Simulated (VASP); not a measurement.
# Pt (Fm-3m) in VASP: a series of runs

Runs on Pt. Level: LDA. Tasks: single point, relaxation of cell and atoms.

Program: VASP 6.6.1. These are calculated values, not measurements. Logs are shortened: lines on timing, memory, paths and dates and some standing lists are left out, and cuts for length are marked.

**1. The cell of the first run**

Symmetry: Fm-3m, No. 225, cubic system. The conventional cell has a = 3.893 Å, b = 3.893 Å, c = 3.893 Å, α = 90.00°, β = 90.00°, γ = 90.00°. Pt (site symmetry m-3m) has 12 Pt at 2.75 Å within 3.6 Å.

**2. Single point, LDA**

File INCAR:

```
SYSTEM = Pt
PREC = Accurate
ENCUT = 520
EDIFF = 1E-6
ISMEAR = -1
SIGMA = 0.05
LREAL = .FALSE.
LASPH = .TRUE.
NELM = 60
ALGO = Normal
ISIF = 2
LWAVE = .FALSE.
LCHARG = .FALSE.
NBANDS = 11
```

File KPOINTS:

```
regular mesh
0
G
  11 11 11
  0 0 0
```

File POSCAR:

```
Pt
1.0
    0.0000000000      1.9463271483      1.9463271483
    1.9463271483      0.0000000000      1.9463271483
    1.9463271483      1.9463271483      0.0000000000
Pt
1
Direct
    0.0000000000      0.0000000000      0.0000000000
```

Potentials or basis: VASP PAW LDA potentials, release 64 (Pt).

Run with:

```console
cat potpaw_LDA.64/Pt/POTCAR > POTCAR
mpirun -np 1 vasp_std > vasp.out
```

OUTCAR:

```text
SYSTEM = Pt
   PREC = Accurate
   ENCUT = 520
   EDIFF = 1E-6
   ISMEAR = -1
   LREAL = .FALSE.
   LASPH = .TRUE.
   NELM = 60
   ISIF = 2

 ion  position               nearest neighbor table
   1  0.000  0.000  0.000-

  LATTYP: Found a face centered cubic cell.
 ALAT       =     3.8926542966

  Lattice vectors:

 A1 = (   0.0000000000,   1.9463271483,   1.9463271483)
 A2 = (   1.9463271483,   0.0000000000,   1.9463271483)
 A3 = (   1.9463271483,   1.9463271483,   0.0000000000)

Analysis of symmetry for initial positions (statically):
=====================================================================
 Subroutine PRICEL returns:
 Original cell was already a primitive cell.

 Routine SETGRP: Setting up the symmetry group for a
 face centered cubic supercell.

 Subroutine GETGRP returns: Found 48 space group operations
 (whereof 48 operations were pure point group operations)
 out of a pool of 48 trial point group operations.

The static configuration has the point symmetry O_h .

Analysis of symmetry for dynamics (positions and initial velocities):
=====================================================================
 Subroutine PRICEL returns:
 Original cell was already a primitive cell.

 Routine SETGRP: Setting up the symmetry group for a
 face centered cubic supercell.

 Subroutine GETGRP returns: Found 48 space group operations
 (whereof 48 operations were pure point group operations)
 out of a pool of 48 trial point group operations.

The dynamic configuration has the point symmetry O_h .

 Subroutine INISYM returns: Found 48 space group operations
 (whereof 48 operations are pure point group operations),
 and found     1 'primitive' translations

----------------------------------------------------------------------------------------

                                     Primitive cell

  volume of cell :      14.7461

  direct lattice vectors                    reciprocal lattice vectors
     0.000000000  1.946327148  1.946327148    -0.256894120  0.256894120  0.256894120
     1.946327148  0.000000000  1.946327148     0.256894120 -0.256894120  0.256894120
     1.946327148  1.946327148  0.000000000     0.256894120  0.256894120 -0.256894120

  length of vectors
     2.752522250  2.752522250  2.752522250     0.444953668  0.444953668  0.444953668

  position of ions in fractional coordinates (direct lattice)
     0.000000000  0.000000000  0.000000000

  ion indices of the primitive-cell ions
   primitive index   ion index
                 1           1

----------------------------------------------------------------------------------------

 KPOINTS: regular mesh

Automatic generation of k-mesh.
 Grid dimensions read from file:
 generate k-points for:   11   11   11

 Generating k-lattice:

  Cartesian coordinates                     Fractional coordinates (reciprocal lattice)
    -0.023354011  0.023354011  0.023354011     0.090909091  0.000000000  0.000000000
     0.023354011 -0.023354011  0.023354011     0.000000000  0.090909091  0.000000000
     0.023354011  0.023354011 -0.023354011     0.000000000  0.000000000  0.090909091

  Length of vectors
     0.040450333  0.040450333  0.040450333

  Shift w.r.t. Gamma in fractional coordinates (k-lattice)
     0.000000000  0.000000000  0.000000000

 Subroutine IBZKPT returns following result:
 ===========================================

 Found     56 irreducible k-points:

 Following reciprocal coordinates:
            Coordinates               Weight
  0.000000  0.000000  0.000000      1.000000
  0.090909  0.000000  0.000000      8.000000
  0.181818  0.000000  0.000000      8.000000
  0.272727  0.000000  0.000000      8.000000
  0.363636  0.000000  0.000000      8.000000
  0.454545  0.000000  0.000000      8.000000
[... 16 lines left out ...]
 -0.272727  0.181818  0.000000     24.000000
 -0.181818  0.181818  0.000000     12.000000
 [... further k-points ...]
   k-points           NKPTS =     56   k-points in BZ     NKDIM =     56   number of bands    NBANDS=     11
   number of dos      NEDOS =    301   number of ions     NIONS =      1
   total plane-waves  NPLWV =   8000
   dimension x,y,z NGX =    20 NGY =   20 NGZ =   20
   dimension x,y,z NGXF=    40 NGYF=   40 NGZF=   40
   ions per type =               1
   NGX,Y,Z   is equivalent  to a cutoff of  12.08, 12.08, 12.08 a.u.
   NGXF,Y,Z  is equivalent  to a cutoff of  24.16, 24.16, 24.16 a.u.
 SYSTEM =  Pt
   PREC   = accura    normal or accurate (medium, high low for compatibility)
   ISTART =      0    job   : 0-new  1-cont  2-samecut
   ICHARG =      2    charge: 1-file 2-atom 10-const
   ISPIN  =      1    spin polarized calculation?
   LNONCOLLINEAR =      F non collinear calculations
   LSORBIT =      F    spin-orbit coupling
   LASPH  =      T    aspherical Exc in radial PAW
   ENCUT  =  520.0 eV  38.22 Ry    6.18 a.u.   5.12  5.12  5.12*2*pi/ulx,y,z
   NELM   =     60;   NELMIN=  2; NELMDL= -5     # of ELM steps
   EDIFF  = 0.1E-05   stopping-criterion for ELM
   LREAL  =      F    real-space projection
   EDIFFG = 0.1E-04   stopping-criterion for IOM
   NSW    =      0    number of steps for IOM
   IBRION =     -1    ionic relax: 0-MD 1-quasi-New 2-CG
   NFREE  =      0    steps in history (QN), initial steepest desc. (CG)
   ISIF   =      2    stress and relaxation
   ISYM   =      2    0-nonsym 1-usesym 2-fastsym
   POTIM  = 0.5000    time-step for ionic-motion
   TEBEG  =    0.0;   TEEND  =   0.0 temperature during run
   PSTRESS=    0.0 pullay stress
   NELECT =      10.0000    total number of electrons
   NUPDOWN=      -1.0000    fix difference up-down
   EMIN   =  10.00;   EMAX   =-10.00  energy-range for DOS
   EFERMI =   0.00;   METHOD = LEGACY
   ISMEAR =    -1;   SIGMA  =   0.05  broadening in eV -4-tet -1-fermi 0-gaus
   EFERMI_NEDOS =   21; number of points for ismear=-14 and -15
   IALGO  =     38    algorithm
   IMIX   =      4    mixing-type and parameters
     AMIX     =   0.40;   BMIX     =  1.00
     AMIX_MAG =   1.60;   BMIX_MAG =  1.00
  volume/ion in A,a.u.               =      14.75        99.51
  Fermi-wavevector in a.u.,A,eV,Ry     =   1.438298  2.717990 28.146403  2.068702
  Thomas-Fermi vector in A             =   2.557281
   LORBIT       =      0    0 simple, 1 ext, 2 COOP (PROOUT), +10 PAW based schemes
   GGA     = CA    functional components
   LHFCALC =     F    Hartree Fock is set to
   AEXX    =    0.0000 exact exchange contribution
   IVDW    =     0    specifies the selected vdW correction
   LEPSILON=     F    determine dielectric tensor
   LRPA    =     F    only Hartree local field effects (RPA)
 non-spin polarized calculation
  energy-cutoff  :      520.00
  volume of cell :       14.75
 maximum number of plane-waves:       411
   NGX = 11   NGY = 11   NGZ = 11

 number of electron      10.0000000 magnetization

 Free energy of the ion-electron system (eV)
  ---------------------------------------------------
  ext. energy  EPLUGINS =         0.00000000
  ---------------------------------------------------
  free energy    TOTEN  =        -7.52109342 eV

  energy without entropy =       -7.50449219  energy(sigma->0) =       -7.51279280

 E-fermi :  11.5340     XC(G=0): -13.8194

 val. band max:       11.5290558163   @ k =  -0.4545   0.1818   0.0000
 cond. band min:      11.5394234572   @ k =   0.4545   0.0000   0.0000
 fundamental gap:      0.0103676409
 Fermi energy:        11.5339680832

 k-point     1 :       0.0000    0.0000    0.0000
  band No.  band energies     occupation
      1       1.0828      2.00000
      2       7.6135      2.00000
      3       7.6135      2.00000
      4       7.6135      2.00000
      5       9.8892      2.00000
      6       9.8892      2.00000
      7      26.1371      0.00000
      8      31.1886      0.00000
      9      31.1886      0.00000
     10      31.1886      0.00000
     11      36.7271      0.00000

 k-point     2 :       0.0909    0.0000    0.0000
  band No.  band energies     occupation
      1       1.4198      2.00000
      2       7.4665      2.00000
      3       7.7449      2.00000
      4       7.7449      2.00000
      5       9.8183      2.00000
      6       9.8183      2.00000
      7      26.6629      0.00000
      8      29.6852      0.00000
      9      31.7180      0.00000
     10      31.7180      0.00000
     11      38.2660      0.00000

 k-point     3 :       0.1818    0.0000    0.0000
  band No.  band energies     occupation
      1       2.3331      2.00000
      2       7.2059      2.00000
      3       7.9861      2.00000
      4       7.9861      2.00000
      5       9.7925      2.00000
      6       9.7925      2.00000
      7      27.1145      0.00000
      8      27.7886      0.00000
      9      33.1731      0.00000
     10      33.1731      0.00000
     11      36.3160      0.00000

 k-point     4 :       0.2727    0.0000    0.0000
  band No.  band energies     occupation
      1       3.4016      2.00000
      2       7.3922      2.00000
      3       7.9724      2.00000
      4       7.9724      2.00000
      5      10.2160      2.00000
      6      10.2160      2.00000
      7      24.2323      0.00000
      8      27.8057      0.00000
      9      34.4874      0.00000
     10      34.4874      0.00000
     11      35.4146      0.00000
[... 239 lines left out ...]
 k-point    22 :      -0.3636    0.1818    0.0000
  band No.  band energies     occupation
      1       5.0058      2.00000
      2       6.9799      2.00000
      3       8.1013      2.00000
      4       8.4053      2.00000
      5      10.7747      2.00000
      6      14.1172      0.00000
      7      19.2818      0.00000
      8      26.1725      0.00000
      9      28.5160      0.00000
     10      31.3065      0.00000
     11      37.0284      0.00000

 k-point    23 :      -0.2727    0.1818    0.0000
  band No.  band energies     occupation
      1       4.9341      2.00000
      2       6.9621      2.00000
      3       7.4383      2.00000
      4       8.5685      2.00000
      5       9.7719      2.00000
      6      12.7585      0.00000
      7      22.5195      0.00000
      8      26.6256      0.00000
      9      29.0853      0.00000
     10      34.0154      0.00000
     11      34.1633      0.00000

 k-point    24 :      -0.1818    0.1818    0.0000
  band No.  band energies     occupation
      1       4.0759      2.00000
      2       6.6683      2.00000
      3       7.8261      2.00000
      4       8.8362      2.00000
      5       8.9227      2.00000
      6      11.4924      1.39296
      7      25.1860      0.00000
      8      27.8675      0.00000
      9      30.6708      0.00000
     10      31.7541      0.00000
     11      36.4824      0.00000

 [... further k-points ...]

------------------------ aborting loop because EDIFF is reached ----------------------------------------

  FORCE on cell =-STRESS in cart. coord.  units (eV):
  Direction    XX          YY          ZZ          XY          YZ          ZX
  --------------------------------------------------------------------------------------
  -------------------------------------------------------------------------------------
  Total        0.0718390      0.0718390      0.0718390      0.0000000      0.0000000     -0.0000000
  in kB        7.8053630      7.8053630      7.8053630      0.0000000      0.0000000     -0.0000000
  external PRESSURE =       7.8053630 kB  Pullay stress =       0.0000000 kB

 VOLUME and BASIS-vectors are now :
 -----------------------------------------------------------------------------
  energy-cutoff  :      520.00
  volume of cell :       14.75
      direct lattice vectors                 reciprocal lattice vectors
     0.000000000  1.946327148  1.946327148    -0.256894120  0.256894120  0.256894120
     1.946327148  0.000000000  1.946327148     0.256894120 -0.256894120  0.256894120
     1.946327148  1.946327148  0.000000000     0.256894120  0.256894120 -0.256894120

 POSITION                                       TOTAL-FORCE (eV/Angst)
 -----------------------------------------------------------------------------------
      0.00000      0.00000      0.00000         0.000000      0.000000      0.000000
 -----------------------------------------------------------------------------------
    total drift:                                0.000000      0.000000      0.000000

  FREE ENERGIE OF THE ION-ELECTRON SYSTEM (eV)
  ---------------------------------------------------
  free  energy   TOTEN  =        -7.5210934176 eV

  energy  without entropy=       -7.5044921851  energy(sigma->0) =       -7.51279280
```

Wall time 7.1 s (1 thread of Intel Xeon Platinum 8488C (Sapphire Rapids), shared host); peak memory 0.12 GiB.

Results:

```
Free energy            : -7.5211 eV
Pressure               : 0.8 GPa
Band gap on the k mesh : zero (band 5 reaches 11.99 eV, above the bottom of band 6 at 9.79 eV)
```

Levels at points of the mesh, in eV from the Fermi level:
| k point | band 2 | band 3 | band 4 | band 5 | band 6 | band 7 | band 8 | band 9 |
| --- | --- | --- | --- | --- | --- | --- | --- | --- |
| (0.00, 0.00, 0.00) | -3.92 | -3.92 | -3.92 | -1.64 | -1.64 | 14.60 | 19.65 | 19.65 |

Caveat: spin-orbit coupling is left out, which moves the levels of the heavy elements.

**3. Relaxation of cell and atoms, LDA**

This run uses another cell than the first one, of 15.08 Å³/atom, 1.023 times its volume.

File INCAR:

```
PREC = Accurate
ENCUT = 600
EDIFF = 1E-6
ISMEAR = -1
SIGMA = 0.05
LREAL = False
LASPH = True
NELM = 100
ALGO = Normal
ISIF = 3
LWAVE = False
LCHARG = False
GGA = CA
IBRION = 2
NSW = 80
EDIFFG = -0.03
```

File KPOINTS:

```
Automatic mesh
0
Gamma
  11 11 11
```

File POSCAR:

```
Pt
1.0
    0.0000000000      1.9609000000      1.9609000000
    1.9609000000      0.0000000000      1.9609000000
    1.9609000000      1.9609000000      0.0000000000
Pt
1
Direct
    0.0000000000      0.0000000000      0.0000000000
```

Potentials or basis: VASP PAW LDA potentials, release 64 (Pt).

Run with:

```console
cat potpaw_LDA.64/Pt/POTCAR > POTCAR
mpirun -np 1 vasp_std > vasp.out
```

Run time: 12 s. Hardware: 1 thread of Intel Xeon Platinum 8488C (Sapphire Rapids), shared host; peak memory 0.15 GiB.

The run converged. Its results:

| Item | Value |
| --- | --- |
| Free energy | -7.5214 eV |
| Relaxed volume | 14.80 Å³/atom |
| Relaxed cell | a = 2.756 Å, b = 2.756 Å, c = 2.756 Å, α = 60.00°, β = 60.00°, γ = 60.00° |
| Space group after relaxing (to 0.05 Å) | Fm-3m (No. 225) |
| Energy gained by relaxing | 5.3 meV/atom |
| Ionic steps | 3 |
| Pressure after relaxing | -0.1 GPa |
| Band gap on the k mesh | zero (band 5 reaches 11.92 eV, above the bottom of band 6 at 9.74 eV) |

Step by step:
```
step  energy change (eV)  largest force (eV/Å)  pressure (GPa)  volume (Å³)
   1              0.0000                0.0000           -5.71        15.08
   2              0.0482                0.0000           21.43        13.94
   3             -0.0053                0.0000           -0.15        14.80
```

Final structure:
```
CELL_PARAMETERS angstrom
0.00000 1.94848 1.94848
1.94848 0.00000 1.94848
1.94848 1.94848 0.00000
ATOMIC_POSITIONS crystal
Pt 0.00000 0.00000 0.00000
```

Levels at points of the mesh, in eV from the Fermi level:
```csv
k point,band 2,band 3,band 4,band 5,band 6,band 7,band 8,band 9
"(0.00, 0.00, 0.00)",-3.90,-3.90,-3.90,-1.64,-1.64,14.61,19.65,19.65
```

Caveat: spin-orbit coupling is left out, which moves the levels of the heavy elements. Zero-point motion and thermal expansion aren't in these numbers.
